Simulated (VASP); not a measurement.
A run of VASP 6.6.1 is set up as follows.

The input INCAR:

```
SYSTEM = Ba2SeS
ALGO = Normal
EDIFF = 1E-6
ENCUT = 520
GGA = PE
ISIF = 2
ISMEAR = 0
LASPH = .TRUE.
LCHARG = .FALSE.
LREAL = .FALSE.
LWAVE = .FALSE.
NBANDS = 24
NELM = 80
PREC = Accurate
SIGMA = 0.01
```

File KPOINTS:

```
k-points
0
G
  6 6 6
  0 0 0
```

POSCAR

```
Ba2SeS
1.0
    2.3579505325      1.3613633747      7.7025697472
   -2.3579505325      1.3613633747      7.7025697472
    0.0000000000     -2.7227267493      7.7025697472
S Se Ba
1 1 2
Direct
    1.0000000000      0.0000000000      0.0000000000
    0.5000000000      0.5000000000      0.5000000000
    0.2527560763      0.2527560763      0.2527560763
    0.7472439237      0.7472439237      0.7472439237
```

Potentials or basis: VASP PAW PBE potentials, release 64 (S, Se, Ba_sv).

The run is started by

```console
$ cat potpaw_PBE.64/S/POTCAR potpaw_PBE.64/Se/POTCAR potpaw_PBE.64/Ba_sv/POTCAR > POTCAR
$ mpirun -np 1 vasp_std > vasp.out
```

(1) What does it give for the band gap on the k mesh?

(2) Estimate the largest force.

(3) Estimate the pressure.

Answers

(1) 2.08 eV (least direct gap 2.30 eV).

(2) 0.016 eV/Å.

(3) -1.6 GPa.

Caveat: spin-orbit coupling is left out, which moves the levels of the heavy elements.
